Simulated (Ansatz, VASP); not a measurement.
## One calculation of WS2, two programs

```xyz
3
Lattice="1.5628 0.9023 6.9093 -1.5628 0.9023 6.9093 0.0000 -1.8046 6.9093" Properties=species:S:1:pos:R:3 pbc="T T T"
W     0.0000    0.0000   20.7142
S     0.0000    0.0000   15.6035
S     0.0000    0.0000   12.0050
```

Alike in both runs: task single point; functional PBE; dispersion D3(BJ); k mesh 12 × 12 × 12; occupations gaussian, width 0.05 eV; no spin polarisation.

|  | VASP | Ansatz |
| --- | --- | --- |
| version | VASP 6.6.1 | Ansatz 0.2.0 |
| potentials or method | VASP PAW PBE potentials, release 64 (W_sv, S), cutoff 520 eV | scalar-relativistic, plane waves, PAW |
| valence electrons in the cell | 26 | 26 |

```csv
,VASP,Ansatz,Ansatz less VASP
gap on the k mesh at the Fermi level (eV),0.90,0.90,-0.002
least direct gap on the mesh (eV),1.60,1.60,-0.002
pressure (GPa),-15.6,-15.5,+0.04
"traceless stress, the component that is largest in VASP (GPa)",-17.44,-17.43,+0.011
rms of the force components (eV/Å),1.474,1.473,-0.0002
```

Atom by atom the forces differ by 0.000 eV/Å (rms over components).

Spin-orbit coupling is off throughout.
